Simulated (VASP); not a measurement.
# HC12 in VASP: a series of runs

Runs on HC12. Level: LDA. Tasks: single point.

Everything below comes from runs of VASP 6.6.1. Logs are shortened: lines on timing, memory, paths and dates and some standing lists are left out, and cuts for length are marked.

### 1 The cell of the first run

The cell holds a slab with vacuum, 26 atoms: a = 4.889 Å, b = 7.202 Å, c = 22.768 Å, α = 90.00°, β = 90.00°, γ = 109.84°.

### 2 Single point, LDA

INCAR reads:

```
  PREC = Accurate
  ENCUT = 520
  EDIFF = 1E-6
  ISMEAR = 0
  SIGMA = 0.05
  LREAL = Auto
  LASPH = T
  NELM = 100
  ALGO = Normal
  ISIF = 2
  LWAVE = F
  LCHARG = F
  LDIPOL = T
  IDIPOL = 3
  DIPOL = 0.5 0.5 0.293
  NBANDS = 68
```

KPOINTS reads:

```
Automatic mesh
0
Gamma
  6 4 1
```

POSCAR reads:

```
HC12
1.0
    4.8892663280      0.0000000000      0.0000000000
   -2.4446331640      6.7739291692      0.0000000000
    0.0000000000      0.0000000000     22.7684096771
C H
24 2
Direct
    0.4020794403      0.3041588806      0.1756820110
    0.4020794403      0.8041588805      0.1756820110
    0.9020794403      0.3041588806      0.1756820110
    0.9020794403      0.8041588805      0.1756820110
    0.1630408159      0.3260816317      0.2059829668
    0.1630408159      0.8260816317      0.2059829668
    0.6630408159      0.3260816317      0.2059829668
    0.6630408159      0.8260816317      0.2059829668
    0.1846395683      0.3692791367      0.2666259491
    0.1846395683      0.8692791367      0.2666259491
    0.6846395683      0.3692791367      0.2666259491
    0.6846395683      0.8692791367      0.2666259491
    0.4461625696      0.3923265051      0.2960492075
    0.4461625696      0.8923265051      0.2960492075
    0.9461625696      0.3923265051      0.2960492075
    0.9461625696      0.8923265051      0.2960492075
    0.4715644646      0.4431294558      0.3591099590
    0.4715644646      0.9431294558      0.3591099590
    0.9715644646      0.4431294558      0.3591099590
    0.9715644646      0.9431294558      0.3591099590
    0.2327030006      0.4654044969      0.3851129614
    0.2327030006      0.9654044969      0.3851129614
    0.7327030006      0.4654044969      0.3851129614
    0.7327030006      0.9654044969      0.3851129614
    0.2327030006      0.9015988039      0.4329863094
    0.2327030006      1.0292101898      0.4329863094
```

Potentials or basis: VASP PAW LDA potentials, release 64 (C, H).

The run is started by

```
$ cat potpaw_LDA.64/C/POTCAR potpaw_LDA.64/H/POTCAR > POTCAR
$ mpirun -np 1 vasp_std > vasp.out
```

OUTCAR:

```text
PREC = Accurate
   ENCUT = 520
   EDIFF = 1E-6
   ISMEAR = 0
   LREAL = Auto
   LASPH = T
   NELM = 100
   ISIF = 2

 ion  position               nearest neighbor table
   1  0.402  0.304  0.176-   5 1.41   7 1.41
   2  0.402  0.804  0.176-   8 1.41   6 1.41
   3  0.902  0.304  0.176-   7 1.41   5 1.41
   4  0.902  0.804  0.176-   6 1.41   8 1.41
   5  0.163  0.326  0.206-   1 1.41   3 1.41   9 1.41
   6  0.163  0.826  0.206-   4 1.41   2 1.41  10 1.41
   7  0.663  0.326  0.206-   3 1.41   1 1.41  11 1.41
   8  0.663  0.826  0.206-   2 1.41   4 1.41  12 1.41
   9  0.185  0.369  0.267-  13 1.40  15 1.40   5 1.41
  10  0.185  0.869  0.267-  14 1.40  16 1.40   6 1.41
[... 8 lines left out ...]
  19  0.972  0.443  0.359-  23 1.37  21 1.37  15 1.48
  20  0.972  0.943  0.359-  24 1.37  22 1.37  16 1.48
  21  0.233  0.465  0.385-  17 1.37  19 1.37
  22  0.233  0.965  0.385-  26 1.18  25 1.18  18 1.37  20 1.37
  23  0.733  0.465  0.385-  19 1.37  17 1.37
  24  0.733  0.965  0.385-  20 1.37  18 1.37
  25  0.233  0.902  0.433-  22 1.18
  26  0.233  0.029  0.433-  22 1.18

  LATTYP: Found a base centered orthorhombic cell.
 ALAT       =     4.8892663280
 B/A-ratio  =     2.7709389159
 C/A-ratio  =     4.6568151845

  Lattice vectors:

 A1 = (   2.4446331640,  -6.7739291692,   0.0000000000)
 A2 = (   2.4446331640,   6.7739291692,   0.0000000000)
 A3 = (   0.0000000000,   0.0000000000,  22.7684096771)

Analysis of symmetry for initial positions (statically):
=====================================================================
 Subroutine PRICEL returns:
 Original cell was already a primitive cell.

 Routine SETGRP: Setting up the symmetry group for a
 base centered orthorhombic supercell.

 Subroutine GETGRP returns: Found  1 space group operations
 (whereof  1 operations were pure point group operations)
 out of a pool of  8 trial point group operations.

The static configuration has the point symmetry C_1 .

Analysis of symmetry for dynamics (positions and initial velocities):
=====================================================================
 Subroutine PRICEL returns:
 Original cell was already a primitive cell.

 Routine SETGRP: Setting up the symmetry group for a
 base centered orthorhombic supercell.

 Subroutine GETGRP returns: Found  1 space group operations
 (whereof  1 operations were pure point group operations)
 out of a pool of  8 trial point group operations.

The dynamic configuration has the point symmetry C_1 .

 Subroutine INISYM returns: Found  1 space group operations
 (whereof  1 operations are pure point group operations),
 and found     1 'primitive' translations

----------------------------------------------------------------------------------------

                                     Primitive cell

  volume of cell :     754.0793

  direct lattice vectors                    reciprocal lattice vectors
     4.889266328  0.000000000  0.000000000     0.204529664  0.073812405  0.000000000
    -2.444633164  6.773929169  0.000000000     0.000000000  0.147624809  0.000000000
     0.000000000  0.000000000 22.768409677     0.000000000  0.000000000  0.043920503

  length of vectors
     4.889266328  7.201551756 22.768409677     0.217441152  0.147624809  0.043920503

  position of ions in fractional coordinates (direct lattice)
     0.402079440  0.304158881  0.175682011
     0.402079440  0.804158880  0.175682011
     0.902079440  0.304158881  0.175682011
     0.902079440  0.804158880  0.175682011
     0.163040816  0.326081632  0.205982967
     0.163040816  0.826081632  0.205982967
[... 18 lines left out ...]
     0.232703001  0.901598804  0.432986309
     0.232703001  0.029210190  0.432986309

  ion indices of the primitive-cell ions
   primitive index   ion index
                 1           1
                 2           2
                 3           3
                 4           4
[... 56 lines left out ...]
|        The reciprocal lattice is base centered orthorhombic,                |
|        whereas your k-lattice is simple monoclinic.                         |
|                                                                             |
|     Results are often still useful ...                                      |
|                                                                             |
 -----------------------------------------------------------------------------

 WARNING: IBZKPT: internal override: KBLOWUP is changed to .FALSE.
      ... skipping the blow-up phase ...

 Subroutine IBZKPT returns following result:
 ===========================================

 Found     14 irreducible k-points:

 Following reciprocal coordinates:
            Coordinates               Weight
  0.000000  0.000000  0.000000      1.000000
  0.166667  0.000000  0.000000      2.000000
  0.333333  0.000000  0.000000      2.000000
  0.500000  0.000000  0.000000      1.000000
  0.000000  0.250000  0.000000      2.000000
  0.166667  0.250000  0.000000      2.000000
  0.333333  0.250000  0.000000      2.000000
  0.500000  0.250000  0.000000      2.000000
 -0.333333  0.250000  0.000000      2.000000
 -0.166667  0.250000  0.000000      2.000000
  0.000000  0.500000  0.000000      1.000000
  0.166667  0.500000  0.000000      2.000000
  0.333333  0.500000  0.000000      2.000000
  0.500000  0.500000  0.000000      1.000000
   k-points           NKPTS =     14   k-points in BZ     NKDIM =     14   number of bands    NBANDS=     68
   number of dos      NEDOS =    301   number of ions     NIONS =     26
   total plane-waves  NPLWV = 349920
   dimension x,y,z NGX =    36 NGY =   54 NGZ =  180
   dimension x,y,z NGXF=    72 NGYF=  108 NGZF=  360
   ions per type =              24   2
   NGX,Y,Z   is equivalent  to a cutoff of  12.24, 12.47, 13.14 a.u.
   NGXF,Y,Z  is equivalent  to a cutoff of  24.48, 24.93, 26.29 a.u.
 SYSTEM =  unknown system
   PREC   = accura    normal or accurate (medium, high low for compatibility)
   ISTART =      0    job   : 0-new  1-cont  2-samecut
   ICHARG =      2    charge: 1-file 2-atom 10-const
   ISPIN  =      1    spin polarized calculation?
   LNONCOLLINEAR =      F non collinear calculations
   LSORBIT =      F    spin-orbit coupling
   LASPH  =      T    aspherical Exc in radial PAW
   ENCUT  =  520.0 eV  38.22 Ry    6.18 a.u.   9.09 13.39 42.33*2*pi/ulx,y,z
   NELM   =    100;   NELMIN=  2; NELMDL= -5     # of ELM steps
   EDIFF  = 0.1E-05   stopping-criterion for ELM
   LREAL  =      T    real-space projection
   EDIFFG = 0.1E-04   stopping-criterion for IOM
   NSW    =      0    number of steps for IOM
   IBRION =     -1    ionic relax: 0-MD 1-quasi-New 2-CG
   NFREE  =      0    steps in history (QN), initial steepest desc. (CG)
   ISIF   =      2    stress and relaxation
   ISYM   =      2    0-nonsym 1-usesym 2-fastsym
   POTIM  = 0.5000    time-step for ionic-motion
   TEBEG  =    0.0;   TEEND  =   0.0 temperature during run
   PSTRESS=    0.0 pullay stress
   NELECT =      98.0000    total number of electrons
   NUPDOWN=      -1.0000    fix difference up-down
   EMIN   =  10.00;   EMAX   =-10.00  energy-range for DOS
   EFERMI =   0.00;   METHOD = LEGACY
   ISMEAR =     0;   SIGMA  =   0.05  broadening in eV -4-tet -1-fermi 0-gaus
   EFERMI_NEDOS =   21; number of points for ismear=-14 and -15
   IALGO  =     38    algorithm
   IMIX   =      4    mixing-type and parameters
     AMIX     =   0.40;   BMIX     =  1.00
     AMIX_MAG =   1.60;   BMIX_MAG =  1.00
  volume/ion in A,a.u.               =      29.00       195.72
  Fermi-wavevector in a.u.,A,eV,Ry     =   0.829235  1.567028  9.355793  0.687631
  Thomas-Fermi vector in A             =   1.941748
   LORBIT       =      0    0 simple, 1 ext, 2 COOP (PROOUT), +10 PAW based schemes
   GGA     = CA    functional components
   LHFCALC =     F    Hartree Fock is set to
   AEXX    =    0.0000 exact exchange contribution
   IVDW    =     0    specifies the selected vdW correction
   LEPSILON=     F    determine dielectric tensor
   LRPA    =     F    only Hartree local field effects (RPA)
 non-spin polarized calculation
 Gauss-broadening in eV      SIGMA  =   0.05
  energy-cutoff  :      520.00
  volume of cell :      754.08
 maximum number of plane-waves:     20327
   NGX = 19   NGY = 27   NGZ = 85

 dipolmoment           0.000000      0.000000      0.694158 electrons x Angstroem

 number of electron      98.0000000 magnetization

 dipolmoment           0.000000      0.000000     -0.371598 electrons x Angstroem

 Free energy of the ion-electron system (eV)
  ---------------------------------------------------
  ext. energy  EPLUGINS =         0.00000000
  ---------------------------------------------------
  free energy    TOTEN  =      -223.25059321 eV

  energy without entropy =     -223.23085024  energy(sigma->0) =     -223.24072173

 E-fermi :  -3.0712     XC(G=0):  -3.8481

 val. band max:       -3.0755843863   @ k =   0.3333   0.0000   0.0000
 cond. band min:      -3.0653445834   @ k =   0.5000   0.0000   0.0000
 fundamental gap:      0.0102398029
 Fermi energy:        -3.0712285947

 k-point     1 :       0.0000    0.0000    0.0000
  band No.  band energies     occupation
      1     -22.0511      2.00000
      2     -21.6988      2.00000
      3     -20.6435      2.00000
      4     -20.0579      2.00000
      5     -18.4525      2.00000
      6     -17.6556      2.00000
[... 885 lines left out ...]
     60       2.4531      0.00000
     61       2.6679      0.00000
 [bands above 61 left out]

------------------------ aborting loop because EDIFF is reached ----------------------------------------

 vacuum level on the upper side and lower side of the slab       (xc-potential included)        -1.093         0.885

  FORCE on cell =-STRESS in cart. coord.  units (eV):
  Direction    XX          YY          ZZ          XY          YZ          ZX
  --------------------------------------------------------------------------------------
  -------------------------------------------------------------------------------------
  Total        6.1065103      0.8614139      1.7659609     -0.1145425      1.0572825      0.0816489
  in kB       12.9743806      1.8302290      3.7521019     -0.2433662      2.2463870      0.1734778
  external PRESSURE =       6.1855705 kB  Pullay stress =       0.0000000 kB

 VOLUME and BASIS-vectors are now :
 -----------------------------------------------------------------------------
  energy-cutoff  :      520.00
  volume of cell :      754.08
      direct lattice vectors                 reciprocal lattice vectors
     4.889266328  0.000000000  0.000000000     0.204529664  0.073812405  0.000000000
    -2.444633164  6.773929169  0.000000000     0.000000000  0.147624809  0.000000000
     0.000000000  0.000000000 22.768409677     0.000000000  0.000000000  0.043920503

 POSITION                                       TOTAL-FORCE (eV/Angst)
 -----------------------------------------------------------------------------------
      1.22232      2.06035      4.00000         0.003067      0.323799      1.840424
      0.00000      5.44732      4.00000         0.308210      0.369799      2.080196
      3.66695      2.06035      4.00000        -0.000774      0.314185      1.834496
      2.44463      5.44732      4.00000        -0.307083      0.377936      2.081174
      0.00000      2.20885      4.68990         0.000158     -0.731434     -3.474843
     -1.22232      5.59582      4.68990        -0.001763     -0.844120     -3.881534
[... 18 lines left out ...]
     -1.06633      6.10737      9.85841         0.188741     -2.604961     -0.568913
      1.06634      0.19787      9.85841        -0.141719      2.792432     -0.818903
 -----------------------------------------------------------------------------------
    total drift:                               -0.009519      0.011741      0.023404

  FREE ENERGIE OF THE ION-ELECTRON SYSTEM (eV)
  ---------------------------------------------------
  free  energy   TOTEN  =      -223.2505932141 eV

  energy  without entropy=     -223.2308502390  energy(sigma->0) =     -223.24072173

 vacuum level on the upper side and lower side of the slab         1.819         3.841
```

Wall time 83 min (1 thread of Intel Xeon 8259CL, shared host); peak memory 0.8 GiB.

What came out:

- Free energy: -223.2506 eV
- Largest force: 3.972 eV/Å
- Band gap on the k mesh: zero (filled and empty bands overlap)

Forces on the atoms (eV/Å):
```
C    0.003  0.324  1.840
C    0.308  0.370  2.080
C   -0.001  0.314  1.834
C   -0.307  0.378  2.081
C    0.000 -0.731 -3.475
C   -0.002 -0.844 -3.882
C    0.001 -0.730 -3.466
C    0.004 -0.641 -3.192
C   -0.027  0.393  1.527
C   -0.021  0.368  1.362
C    0.021  0.392  1.522
C    0.010  0.342  1.306
C    0.009  0.006  0.093
C    0.191  0.253  0.862
C   -0.004  0.068  0.053
C   -0.203  0.236  0.838
C    0.005 -0.086 -0.372
C    2.672 -0.035 -2.003
C    0.004 -0.114 -0.426
C   -2.668 -0.811 -1.958
C   -0.026  0.173  0.448
C   -0.136 -0.033  3.263
C    0.016  0.160  0.403
C    0.102  0.060  0.649
H    0.189 -2.605 -0.569
H   -0.142  2.792 -0.819
```

Levels at points of the mesh, in eV from the Fermi level:
```
           k point  band 46  band 47  band 48  band 49  band 50  band 51  band 52  band 53
(0.00, 0.00, 0.00)    -0.42    -0.30    -0.27    -0.26     0.10     0.38     0.62     0.70
(0.50, 0.00, 0.00)    -0.20    -0.14    -0.10    -0.04     0.01     0.07     0.11     1.63
(0.00, 0.50, 0.00)    -0.42    -0.40    -0.30    -0.26     0.19     0.43     0.54     0.84
(0.50, 0.50, 0.00)    -0.21    -0.14    -0.10    -0.04     0.01     0.07     0.11     1.63
```

### 3 Single point, LDA

INCAR reads:

```
SYSTEM = HC12
PREC = Accurate ; ENCUT = 520
EDIFF = 1E-6 ; ISMEAR = 0
SIGMA = 0.05 ; LREAL = Auto
LASPH = .True. ; NELM = 80
ALGO = Normal ; ISIF = 2
LWAVE = .False. ; LCHARG = .False.
LDIPOL = .True. ; IDIPOL = 3
DIPOL = 0.5 0.5 0.295 ; NBANDS = 68
```

KPOINTS reads:

```
Automatic mesh
0
Gamma
  6 4 1
  0 0 0
```

Changes to POSCAR since step 2:

```diff
@@ -32,3 +32,3 @@
     0.7327030006      0.9654044969      0.3851129614
-    0.2327030006      0.9015988039      0.4329863094
-    0.2327030006      1.0292101898      0.4329863094
+    0.2327030006      0.9015988039      0.4610954312
+    0.2327030006      1.0292101898      0.4610954312
```

Potentials or basis: VASP PAW LDA potentials, release 64 (C, H).

The run is started by

```
$ cat potpaw_LDA.64/C/POTCAR potpaw_LDA.64/H/POTCAR > POTCAR
$ mpirun -np 1 vasp_std > vasp.out
```

Run time: 85 min. Hardware: 1 thread of Intel Xeon 8259CL, shared host; peak memory 0.8 GiB.

It converged, with:

```
Free energy            : -221.5225 eV
Largest force          : 3.621 eV/Å
Band gap on the k mesh : zero (bands 49 and 50 overlap by 0.01 eV)
```

Forces in eV/Å, atoms in the order of the input:
```
C    0.003  0.320  1.893
C    0.245  0.325  1.778
C    0.000  0.346  1.881
C   -0.240  0.332  1.777
C    0.001 -0.732 -3.547
C   -0.002 -0.752 -3.412
C   -0.001 -0.731 -3.540
C    0.001 -0.647 -2.998
C   -0.010  0.377  1.548
C   -0.010  0.264  1.151
C    0.002  0.377  1.543
C    0.002  0.402  1.431
C    0.008 -0.014  0.034
C   -0.260  0.181  0.429
C   -0.001  0.040  0.015
C    0.263  0.158  0.423
C    0.002 -0.082 -0.302
C    0.661 -0.107 -0.028
C    0.003 -0.092 -0.359
C   -0.668 -0.206 -0.042
C   -0.038  0.141  0.454
C   -0.054 -0.061 -0.496
C    0.031  0.129  0.410
C    0.031  0.117  1.084
H   -0.511  1.465 -0.419
H    0.543 -1.547 -0.708
```

Levels at points of the mesh, in eV from the Fermi level:
```tsv
k point	band 47	band 48	band 49	band 50	band 51	band 52
(0.00, 0.00, 0.00)	-0.26	-0.26	-0.14	0.00	0.38	0.57
(0.50, 0.00, 0.00)	-0.11	-0.07	-0.03	0.02	0.10	0.12
(0.00, 0.50, 0.00)	-0.26	-0.26	-0.17	0.08	0.43	0.55
(0.50, 0.50, 0.00)	-0.11	-0.08	-0.02	0.02	0.09	0.13
```

(Continued in part 2 of 2.)

The gap in the log of VASP goes by the Fermi energy; the results here count the filled bands.